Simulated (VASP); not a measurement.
# B3N in VASP: notebook

B3N is run at these levels: PBE; tasks: single point.

Everything below comes from runs of VASP 6.6.1. Logs are shortened: lines on timing, memory, paths and dates and some standing lists are left out, and cuts for length are marked.

**1. The cell of the first run**

It takes space group P-4m2 (No. 115, tetragonal). Conventional cell: a = 2.463 Å, b = 2.463 Å, c = 4.446 Å, α = 90.00°, β = 90.00°, γ = 90.00°. Within 2.0 Å of B (site symmetry 2mm) lie 2 N at 1.53 Å and 2 B at 1.80 Å. Within 2.4 Å of B (site symmetry -4m2) lie 4 B at 1.80 Å. Within 2.0 Å of N (site symmetry -4m2) lie 4 B at 1.53 Å.

**2. Single point, PBE**

Contents of INCAR:

```
SYSTEM = B3N
  ALGO = Normal
  EDIFF = 1E-7
  ENCUT = 520
  GGA = PE
  ISIF = 2
  ISMEAR = 0
  LASPH = .True.
  LCHARG = .False.
  LREAL = .False.
  LWAVE = .False.
  NBANDS = 24
  NELM = 80
  PREC = Accurate
  SIGMA = 0.2
```

Contents of KPOINTS:

```
k-points
0
Gamma
  8 8 4
  0 0 0
```

Contents of POSCAR:

```
B3N
1.0
    2.4627102514      0.0000000000      0.0000000000
    0.0000000000      2.4627102514      0.0000000000
    0.0000000000      0.0000000000      8.8922291467
B N
6 2
Direct
    0.5000000000      0.0000000000      0.3519724874
    0.5000000000      0.0000000000      0.8519724874
    0.0000000000      0.0000000000      0.0000000000
    0.0000000000      0.0000000000      0.5000000000
    0.0000000000      0.5000000000      0.1480275126
    0.0000000000      0.5000000000      0.6480275126
    0.5000000000      0.5000000000      0.2500000000
    0.5000000000      0.5000000000      0.7500000000
```

Potentials or basis: VASP PAW PBE potentials, release 64 (B, N).

Command:

```sh
cat potpaw_PBE.64/B/POTCAR potpaw_PBE.64/N/POTCAR > POTCAR
mpirun -np 1 vasp_std > vasp.out
```

OUTCAR:

```text
SYSTEM = B3N
   EDIFF = 1E-7
   ENCUT = 520
   GGA = PE
   ISIF = 2
   ISMEAR = 0
   LASPH = .True.
   LREAL = .False.
   NELM = 80
   PREC = Accurate

 ion  position               nearest neighbor table
   1  0.500  0.000  0.352-   7 1.53   7 1.53   4 1.80   4 1.80
   2  0.500  0.000  0.852-   8 1.53   8 1.53   3 1.80   3 1.80
   3  0.000  0.000  0.000-   2 1.80   5 1.80   5 1.80   2 1.80
   4  0.000  0.000  0.500-   1 1.80   6 1.80   6 1.80   1 1.80
   5  0.000  0.500  0.148-   7 1.53   7 1.53   3 1.80   3 1.80
   6  0.000  0.500  0.648-   8 1.53   8 1.53   4 1.80   4 1.80
   7  0.500  0.500  0.250-   1 1.53   5 1.53   1 1.53   5 1.53
   8  0.500  0.500  0.750-   2 1.53   6 1.53   2 1.53   6 1.53

  LATTYP: Found a simple tetragonal cell.
 ALAT       =     2.4627102514
 C/A-ratio  =     3.6107492311

  Lattice vectors:

 A1 = (   2.4627102514,   0.0000000000,   0.0000000000)
 A2 = (   0.0000000000,   2.4627102514,   0.0000000000)
 A3 = (   0.0000000000,   0.0000000000,   8.8922291467)

Analysis of symmetry for initial positions (statically):
=====================================================================
 Subroutine PRICEL returns following result:

  LATTYP: Found a simple tetragonal cell.
 ALAT       =     2.4627102514
 C/A-ratio  =     1.8053746156

  Lattice vectors:

 A1 = (   2.4627102514,   0.0000000000,   0.0000000000)
 A2 = (   0.0000000000,   2.4627102514,   0.0000000000)
 A3 = (   0.0000000000,   0.0000000000,   4.4461145734)

   2 primitive cells build up your supercell.

 Routine SETGRP: Setting up the symmetry group for a
 simple tetragonal supercell.

 Subroutine GETGRP returns: Found  8 space group operations
 (whereof  8 operations were pure point group operations)
 out of a pool of 16 trial point group operations.

The static configuration has the point symmetry D_2d.

Analysis of symmetry for dynamics (positions and initial velocities):
=====================================================================
 Subroutine PRICEL returns following result:

  LATTYP: Found a simple tetragonal cell.
 ALAT       =     2.4627102514
 C/A-ratio  =     1.8053746156

  Lattice vectors:

 A1 = (   2.4627102514,   0.0000000000,   0.0000000000)
 A2 = (   0.0000000000,   2.4627102514,   0.0000000000)
 A3 = (   0.0000000000,   0.0000000000,   4.4461145734)

   2 primitive cells build up your supercell.

 Routine SETGRP: Setting up the symmetry group for a
 simple tetragonal supercell.

 Subroutine GETGRP returns: Found  8 space group operations
 (whereof  8 operations were pure point group operations)
 out of a pool of 16 trial point group operations.

The dynamic configuration has the point symmetry D_2d.

 Subroutine INISYM returns: Found  8 space group operations
 (whereof  8 operations are pure point group operations),
 and found     2 'primitive' translations

----------------------------------------------------------------------------------------

                                     Primitive cell

  volume of cell :      26.9654

  direct lattice vectors                    reciprocal lattice vectors
     2.462710251  0.000000000  0.000000000     0.406056701  0.000000000  0.000000000
     0.000000000  2.462710251  0.000000000     0.000000000  0.406056701  0.000000000
     0.000000000  0.000000000  4.446114573     0.000000000  0.000000000  0.224915481

  length of vectors
     2.462710251  2.462710251  4.446114573     0.406056701  0.406056701  0.224915481

  position of ions in fractional coordinates (direct lattice)
     0.500000000  0.000000000  0.703944975
     0.000000000  0.000000000  1.000000000
     0.000000000  0.500000000  0.296055025
     0.500000000  0.500000000  0.500000000

  ion indices of the primitive-cell ions
   primitive index   ion index
                 1           1
                 2           4
                 3           5
                 4           7

----------------------------------------------------------------------------------------

 KPOINTS: k-points

Automatic generation of k-mesh.
 Grid dimensions read from file:
 generate k-points for:    8    8    4

 Generating k-lattice:

  Cartesian coordinates                     Fractional coordinates (reciprocal lattice)
     0.050757088  0.000000000  0.000000000     0.125000000  0.000000000  0.000000000
     0.000000000  0.050757088  0.000000000     0.000000000  0.125000000  0.000000000
     0.000000000  0.000000000  0.028114435     0.000000000  0.000000000  0.250000000

  Length of vectors
     0.050757088  0.050757088  0.028114435

  Shift w.r.t. Gamma in fractional coordinates (k-lattice)
     0.000000000  0.000000000  0.000000000

 Subroutine IBZKPT returns following result:
 ===========================================

 Found     45 irreducible k-points:

 Following reciprocal coordinates:
            Coordinates               Weight
  0.000000  0.000000  0.000000      1.000000
  0.125000  0.000000  0.000000      4.000000
  0.250000  0.000000  0.000000      4.000000
  0.375000  0.000000  0.000000      4.000000
  0.500000  0.000000  0.000000      2.000000
  0.125000  0.125000  0.000000      4.000000
[... 16 lines left out ...]
  0.375000  0.125000  0.250000     16.000000
  0.500000  0.125000  0.250000      8.000000
 [... further k-points ...]
   k-points           NKPTS =     45   k-points in BZ     NKDIM =     45   number of bands    NBANDS=     24
   number of dos      NEDOS =    301   number of ions     NIONS =      8
   total plane-waves  NPLWV =  22680
   dimension x,y,z NGX =    18 NGY =   18 NGZ =   70
   dimension x,y,z NGXF=    36 NGYF=   36 NGZF=  140
   ions per type =               6   2
   NGX,Y,Z   is equivalent  to a cutoff of  12.15, 12.15, 13.09 a.u.
   NGXF,Y,Z  is equivalent  to a cutoff of  24.30, 24.30, 26.17 a.u.
 SYSTEM =  B3N
   PREC   = accura    normal or accurate (medium, high low for compatibility)
   ISTART =      0    job   : 0-new  1-cont  2-samecut
   ICHARG =      2    charge: 1-file 2-atom 10-const
   ISPIN  =      1    spin polarized calculation?
   LNONCOLLINEAR =      F non collinear calculations
   LSORBIT =      F    spin-orbit coupling
   LASPH  =      T    aspherical Exc in radial PAW
   ENCUT  =  520.0 eV  38.22 Ry    6.18 a.u.   4.58  4.58 16.53*2*pi/ulx,y,z
   NELM   =     80;   NELMIN=  2; NELMDL= -5     # of ELM steps
   EDIFF  = 0.1E-06   stopping-criterion for ELM
   LREAL  =      F    real-space projection
   EDIFFG = 0.1E-05   stopping-criterion for IOM
   NSW    =      0    number of steps for IOM
   IBRION =     -1    ionic relax: 0-MD 1-quasi-New 2-CG
   NFREE  =      0    steps in history (QN), initial steepest desc. (CG)
   ISIF   =      2    stress and relaxation
   ISYM   =      2    0-nonsym 1-usesym 2-fastsym
   POTIM  = 0.5000    time-step for ionic-motion
   TEBEG  =    0.0;   TEEND  =   0.0 temperature during run
   PSTRESS=    0.0 pullay stress
   NELECT =      28.0000    total number of electrons
   NUPDOWN=      -1.0000    fix difference up-down
   EMIN   =  10.00;   EMAX   =-10.00  energy-range for DOS
   EFERMI =   0.00;   METHOD = LEGACY
   ISMEAR =     0;   SIGMA  =   0.20  broadening in eV -4-tet -1-fermi 0-gaus
   EFERMI_NEDOS =   21; number of points for ismear=-14 and -15
   IALGO  =     38    algorithm
   IMIX   =      4    mixing-type and parameters
     AMIX     =   0.40;   BMIX     =  1.00
     AMIX_MAG =   1.60;   BMIX_MAG =  1.00
  volume/ion in A,a.u.               =       6.74        45.49
  Fermi-wavevector in a.u.,A,eV,Ry     =   1.315775  2.486455 23.555287  1.731265
  Thomas-Fermi vector in A             =   2.445934
   LORBIT       =      0    0 simple, 1 ext, 2 COOP (PROOUT), +10 PAW based schemes
   GGA     = PE    functional components
   LHFCALC =     F    Hartree Fock is set to
   AEXX    =    0.0000 exact exchange contribution
   IVDW    =     0    specifies the selected vdW correction
   LEPSILON=     F    determine dielectric tensor
   LRPA    =     F    only Hartree local field effects (RPA)
 non-spin polarized calculation
 Gauss-broadening in eV      SIGMA  =   0.20
  energy-cutoff  :      520.00
  volume of cell :       53.93
 maximum number of plane-waves:      1493
   NGX =  9   NGY =  9   NGZ = 33

 number of electron      28.0000007 magnetization

 Free energy of the ion-electron system (eV)
  ---------------------------------------------------
  ext. energy  EPLUGINS =         0.00000000
  ---------------------------------------------------
  free energy    TOTEN  =       -59.40333145 eV

  energy without entropy =      -59.39149744  energy(sigma->0) =      -59.39741445

 E-fermi :   6.9365     XC(G=0): -12.1657

 val. band max:        6.7604625290   @ k =   0.2500   0.1250   0.0000
 cond. band min:       7.0283798611   @ k =   0.5000   0.2500   0.0000
 fundamental gap:      0.2679173320
 Fermi energy:         6.9365462571

 k-point     1 :       0.0000    0.0000    0.0000
  band No.  band energies     occupation
      1     -13.2679      2.00000
      2     -13.1325      2.00000
      3      -6.5501      2.00000
      4      -4.2264      2.00000
      5      -3.6876      2.00000
      6       1.6948      2.00000
[... 16 lines left out ...]
     23      18.2321      0.00000
     24      18.3862      0.00000

 k-point     2 :       0.1250    0.0000    0.0000
  band No.  band energies     occupation
      1     -13.0197      2.00000
      2     -12.8875      2.00000
      3      -6.2531      2.00000
      4      -3.9599      2.00000
      5      -3.4375      2.00000
      6       1.0105      2.00000
[... 16 lines left out ...]
     23      17.6759      0.00000
     24      17.8954      0.00000

 k-point     3 :       0.2500    0.0000    0.0000
  band No.  band energies     occupation
      1     -12.3170      2.00000
      2     -12.1965      2.00000
      3      -5.3698      2.00000
      4      -3.3383      2.00000
      5      -2.7129      2.00000
      6      -1.3763      2.00000
[... 16 lines left out ...]
     23      18.1140      0.00000
     24      18.2967      0.00000
[... 514 lines left out ...]
 k-point    23 :       0.3750    0.1250    0.2500
  band No.  band energies     occupation
      1     -11.1230      2.00000
      2     -11.0562      2.00000
      3      -3.8224      2.00000
      4      -3.6853      2.00000
      5      -3.2615      2.00000
      6      -2.1119      2.00000
[... 16 lines left out ...]
     23      18.3330      0.00000
     24      18.7761      0.00000

 k-point    24 :       0.5000    0.1250    0.2500
  band No.  band energies     occupation
      1     -10.5847      2.00000
      2     -10.5316      2.00000
      3      -4.7089      2.00000
      4      -4.4635      2.00000
      5      -2.0798      2.00000
      6      -1.1242      2.00000
[... 16 lines left out ...]
     23      18.1302      0.00000
     24      18.1412      0.00000

 [... further k-points ...]
[... 5 lines left out ...]
  --------------------------------------------------------------------------------------
  -------------------------------------------------------------------------------------
  Total       -0.3984596     -0.3984596      0.9512516      0.0000000      0.0000000      0.0000000
  in kB      -11.8374352    -11.8374352     28.2597754      0.0000000      0.0000000      0.0000000
  external PRESSURE =       1.5283017 kB  Pullay stress =       0.0000000 kB

 VOLUME and BASIS-vectors are now :
 -----------------------------------------------------------------------------
  energy-cutoff  :      520.00
  volume of cell :       53.93
      direct lattice vectors                 reciprocal lattice vectors
     2.462710251  0.000000000  0.000000000     0.406056701  0.000000000  0.000000000
     0.000000000  2.462710251  0.000000000     0.000000000  0.406056701  0.000000000
     0.000000000  0.000000000  8.892229147     0.000000000  0.000000000  0.112457741

 POSITION                                       TOTAL-FORCE (eV/Angst)
 -----------------------------------------------------------------------------------
      1.23136      0.00000      3.12982        -0.000000      0.000000      0.187517
      1.23136      0.00000      7.57593        -0.000000      0.000000      0.187517
      0.00000      0.00000      0.00000        -0.000000      0.000000      0.000000
      0.00000      0.00000      4.44611        -0.000000      0.000000      0.000000
      0.00000      1.23136      1.31629        -0.000000      0.000000     -0.187517
      0.00000      1.23136      5.76241        -0.000000      0.000000     -0.187517
      1.23136      1.23136      2.22306         0.000000     -0.000000      0.000000
      1.23136      1.23136      6.66917        -0.000000     -0.000000      0.000000
 -----------------------------------------------------------------------------------
    total drift:                                0.000000      0.000000      0.000000

  FREE ENERGIE OF THE ION-ELECTRON SYSTEM (eV)
  ---------------------------------------------------
  free  energy   TOTEN  =       -59.4033314517 eV

  energy  without entropy=      -59.3914974421  energy(sigma->0) =      -59.39741445
```

Run time: 24 s. Hardware: 1 thread of Intel Xeon 6975P-C (Granite Rapids), shared host; peak memory 0.18 GiB.

Results:

```
Free energy            : -59.4033 eV
Pressure               : 0.2 GPa
Largest force          : 0.188 eV/Å
Band gap on the k mesh : zero (band 14 reaches 10.94 eV, above the bottom of band 15 at 3.53 eV)
```

Forces on the atoms (eV/Å):
```
B    0.000  0.000  0.188
B    0.000  0.000  0.188
B    0.000  0.000  0.000
B    0.000  0.000  0.000
B    0.000  0.000 -0.188
B    0.000  0.000 -0.188
N    0.000  0.000  0.000
N    0.000  0.000  0.000
```

Stress tensor (GPa, compression positive):
```
-1.18  0.00  0.00
 0.00 -1.18  0.00
 0.00  0.00  2.83
```

**3. Single point, PBE**

This run uses another cell than the first one: it holds 4 atoms, not 8.

Contents of INCAR:

```
SYSTEM = B3N
PREC     = Accurate       ! precision mode
ENCUT    = 520            ! plane-wave cutoff, eV
EDIFF    = 1E-7           ! SCF threshold, eV
ISMEAR   = 0              ! smearing method
SIGMA    = 0.1            ! smearing width, eV
LREAL    = .FALSE.        ! projectors in reciprocal space
LASPH    = .TRUE.         ! aspherical terms in the spheres
NELM     = 100            ! most SCF steps
ALGO     = Normal         ! electronic algorithm
ISIF     = 2              ! what is computed and relaxed
LWAVE    = .FALSE.        ! write WAVECAR
LCHARG   = .FALSE.        ! write CHGCAR
GGA      = PE             ! functional
NBANDS   = 15             ! bands
```

Contents of KPOINTS:

```
regular mesh
0
G
  14 14 8
  0 0 0
```

Contents of POSCAR:

```
B3N
1.0
    2.4627102514      0.0000000000      0.0000000000
    0.0000000000      2.4627102514      0.0000000000
    0.0000000000      0.0000000000      4.4461145733
B N
3 1
Direct
    0.5000000000      0.0000000000      0.7039449748
    0.0000000000      0.0000000000      0.0000000000
    0.0000000000      0.5000000000      0.2960550252
    0.5000000000      0.5000000000      0.5000000000
```

Potentials or basis: VASP PAW PBE potentials, release 64 (B, N).

Command:

```sh
cat potpaw_PBE.64/B/POTCAR potpaw_PBE.64/N/POTCAR > POTCAR
mpirun -np 1 vasp_std > vasp.out
```

It took 27 s on 1 thread of Intel Xeon 6975P-C (Granite Rapids), shared host; peak memory 0.18 GiB.

Results (log left out):

```yaml
Free_energy: -29.7398 eV
Pressure: 0.2 GPa
Largest_force: 0.022 eV/Å
Band_gap_on_the_k_mesh: zero (band 7 reaches 11.85 eV, above the bottom of band 8 at 3.07 eV)
```

Forces on the atoms (eV/Å):
```
B    0.000  0.000  0.022
B    0.000  0.000  0.000
B    0.000  0.000 -0.022
N    0.000  0.000  0.000
```

Levels at points of the mesh, in eV from the Fermi level:
```
           k point  band 3  band 4  band 5  band 6  band 7  band 8  band 9  band 10  band 11  band 12
(0.00, 0.00, 0.00)  -10.48   -4.06   -4.06   -0.92    5.05    5.05    5.71     7.91     7.91     8.88
(0.50, 0.00, 0.00)   -7.69   -6.23   -5.84   -4.48   -2.77    5.14    7.52     9.33    11.08    11.88
(0.50, 0.50, 0.00)   -8.72   -6.73   -5.42   -3.22   -3.22   -2.24    4.32     4.78     6.10     6.10
(0.00, 0.00, 0.50)   -5.11   -4.88   -3.94   -3.94    3.53    3.53    6.41     8.86    11.44    12.12
(0.50, 0.00, 0.50)   -9.26   -8.17   -2.99   -2.75   -1.89    4.31    5.32     7.02    11.07    11.10
(0.50, 0.50, 0.50)   -8.60   -7.07   -4.49   -3.92   -3.73   -3.73    7.48     8.26     8.70     8.70
```

**4. Single point, PBE**

This run uses another cell than the first one: it holds 4 atoms, not 8.

Contents of INCAR:

```
SYSTEM = B3N
ALGO = Normal
EDIFF = 1E-6
ENCUT = 520
GGA = PE
ISIF = 2
ISMEAR = 0
LASPH = .True.
LCHARG = .True.
LELF = .True.
LREAL = .False.
LVHAR = .True.
LWAVE = .False.
NBANDS = 15
NELM = 100
PREC = Accurate
SIGMA = 0.1
```

Contents of KPOINTS:

```
k-points
0
Gamma
  16 16 8
  0 0 0
```

Contents of POSCAR:

```
B3N
1.0
    2.4581725069      0.0000000000      0.0000000000
    0.0000000000      2.4581725069      0.0000000000
    0.0000000000      0.0000000000      4.4571885681
B N
3 1
Direct
    0.5000000000      0.0000000000      0.7043212922
    0.0000000000      0.0000000000      0.0000000000
    0.0000000000      0.5000000000      0.2956787078
    0.5000000000      0.5000000000      0.5000000000
```

Command:

```sh
cat potpaw_PBE.64/B/POTCAR potpaw_PBE.64/N/POTCAR > POTCAR
mpirun -np 1 vasp_std > vasp.out
```

Run time: 38 s. Hardware: 1 thread of Intel Xeon 6975P-C (Granite Rapids), shared host; peak memory 0.19 GiB.

Results (log left out):

| Property | Result |
| --- | --- |
| Free energy | -29.7463 eV |
| Pressure | 0.2 GPa |
| Largest force | 0.023 eV/Å |
| Band gap on the k mesh | zero (band 7 reaches 11.90 eV, above the bottom of band 8 at 3.10 eV) |

Forces in eV/Å, atoms in the order of the input:
```
B    0.000  0.000  0.023
B    0.000  0.000  0.000
B    0.000  0.000 -0.023
N    0.000  0.000  0.000
```

Levels at points of the mesh, in eV from the Fermi level:
| k point | band 3 | band 4 | band 5 | band 6 | band 7 | band 8 | band 9 | band 10 | band 11 | band 12 |
| --- | --- | --- | --- | --- | --- | --- | --- | --- | --- | --- |
| (0.00, 0.00, 0.00) | -10.65 | -4.14 | -4.14 | -1.10 | 4.96 | 4.96 | 5.63 | 7.79 | 7.79 | 8.80 |
| (0.50, 0.00, 0.00) | -7.84 | -6.37 | -5.99 | -4.64 | -2.84 | 5.07 | 7.35 | 9.19 | 11.02 | 11.79 |
| (0.50, 0.50, 0.00) | -8.84 | -6.87 | -5.53 | -3.34 | -3.34 | -2.39 | 4.17 | 4.66 | 5.96 | 5.96 |
| (0.00, 0.00, 0.50) | -5.29 | -5.07 | -4.02 | -4.02 | 3.44 | 3.44 | 6.34 | 8.78 | 11.29 | 12.00 |
| (0.50, 0.00, 0.50) | -9.40 | -8.30 | -3.15 | -2.83 | -2.06 | 4.12 | 5.25 | 6.82 | 10.99 | 11.05 |
| (0.50, 0.50, 0.50) | -8.72 | -7.20 | -4.61 | -4.04 | -3.85 | -3.85 | 7.33 | 8.11 | 8.55 | 8.55 |

(Continued in part 2 of 2.)
